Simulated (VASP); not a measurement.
Mg2CdSe3: single point with PBE

Crystal: Mg2CdSe3.

```
Mg Cd Se
1.0
     3.95395    0.00007   -0.00022
    -1.97691    3.42415   -0.00001
    -0.00099   -0.00065   19.36663
Mg Cd Se
4 2 6
Direct
  0.33349 0.66667 0.33143
  0.33322 0.66672 0.83144
  0.66682 0.33336 0.16858
  0.66646 0.33325 0.66857
  0.99999 0.00006 0.00000
  0.00001 0.99996 0.50001
  0.00007 0.00001 0.25001
  0.99992 0.99999 0.74998
  0.33349 0.66665 0.08792
  0.33281 0.66640 0.58793
  0.66716 0.33357 0.41208
  0.66655 0.33335 0.91204
```

```yaml
Program: VASP 6.6.1
Task: single point
Functional: PBE
Potentials_or_basis: VASP PAW PBE potentials, release 64 (Mg, Cd, Se)
Cutoff: 520 eV
k_mesh: 6 × 6 × 1
Occupations: gaussian, width 0.1 eV
Spin: no spin polarisation
Dipole_correction: no
Further_INCAR_settings: ALGO = Normal; EDIFF = 1e-07; NBANDS = 46
```

* Pressure: 0.0 GPa
* Largest force: 0.040 eV/Å
* Band gap on the k mesh: 0.86 eV

Forces in eV/Å, atoms in the order of the input:
```
Mg   0.000  0.001  0.000
Mg   0.000 -0.001 -0.006
Mg   0.000  0.000  0.003
Mg   0.000  0.000  0.002
Cd   0.000  0.000 -0.001
Cd   0.000  0.000  0.000
Se   0.001  0.000 -0.002
Se   0.000  0.000  0.002
Se   0.000  0.000  0.038
Se   0.001  0.001  0.038
Se  -0.001 -0.001 -0.040
Se   0.000  0.000 -0.035
```

Levels at points of the mesh, in eV from the valence-band top:
| k point | band 31 | band 32 | band 33 | band 34 | band 35 | band 36 | band 37 | band 38 |
| --- | --- | --- | --- | --- | --- | --- | --- | --- |
| (0.00, 0.00, 0.00) | -0.10 | -0.10 | 0.00 | 0.00 | 1.51 | 2.90 | 3.27 | 3.54 |
| (0.50, 0.00, 0.00) | -1.00 | -0.65 | -0.34 | -0.31 | 0.86 | 1.69 | 2.48 | 3.49 |
| (0.00, 0.50, 0.00) | -1.00 | -0.65 | -0.34 | -0.31 | 0.86 | 1.69 | 2.48 | 3.49 |
| (0.50, 0.50, 0.00) | -1.00 | -0.65 | -0.34 | -0.31 | 0.86 | 1.69 | 2.48 | 3.49 |

Wall time 2.6 min on 1 thread of AMD EPYC 9R45 96-Core Processor (Zen 5), on a shared host, peak memory 0.45 GiB.

A k mesh can miss the band edges.
